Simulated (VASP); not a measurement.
A run of VASP 6.6.1:

The input INCAR:

```
SYSTEM = AlN
PREC     = Accurate       ! precision mode
ENCUT    = 520            ! plane-wave cutoff, eV
EDIFF    = 1E-7           ! SCF threshold, eV
ISMEAR   = 0              ! smearing method
SIGMA    = 0.05           ! smearing width, eV
LREAL    = .FALSE.        ! projectors in reciprocal space
LASPH    = .TRUE.         ! aspherical terms in the spheres
NELM     = 60             ! most SCF steps
ALGO     = Normal         ! electronic algorithm
ISIF     = 2              ! what is computed and relaxed
LWAVE    = .FALSE.        ! write WAVECAR
LCHARG   = .FALSE.        ! write CHGCAR
GGA      = PS             ! functional
NBANDS   = 16             ! bands
```

File KPOINTS:

```
Automatic mesh
0
G
  9 9 6
  0 0 0
```

File POSCAR:

```
AlN
1.0
    3.1986817736      0.0000000000      0.0000000000
   -1.5993408868      2.7701396745      0.0000000000
    0.0000000000      0.0000000000      4.7088346859
Al N
2 2
Direct
    0.3333333333      0.6666666667      0.0000000000
    0.6666666667      0.3333333333      0.5000000000
    0.3333333333      0.6666666667      0.3850000000
    0.6666666667      0.3333333333      0.8850000000
```

Potentials or basis: VASP PAW PBE potentials, release 64 (Al, N).

The run is started by

```sh
$ cat potpaw_PBE.64/Al/POTCAR potpaw_PBE.64/N/POTCAR > POTCAR
$ mpirun -np 1 vasp_std > vasp.out
```

Hardware: 1 thread of Intel(R) Xeon(R) Platinum 8375C CPU @ 2.90GHz (Ice Lake), with other jobs on the host.

Question: Estimate the wall time of this run.

Answer: Wall time 25 s on 1 thread of Intel(R) Xeon(R) Platinum 8375C CPU @ 2.90GHz (Ice Lake), on a shared host, peak memory 0.16 GiB. Counts: scf iterations 14, k points 48.
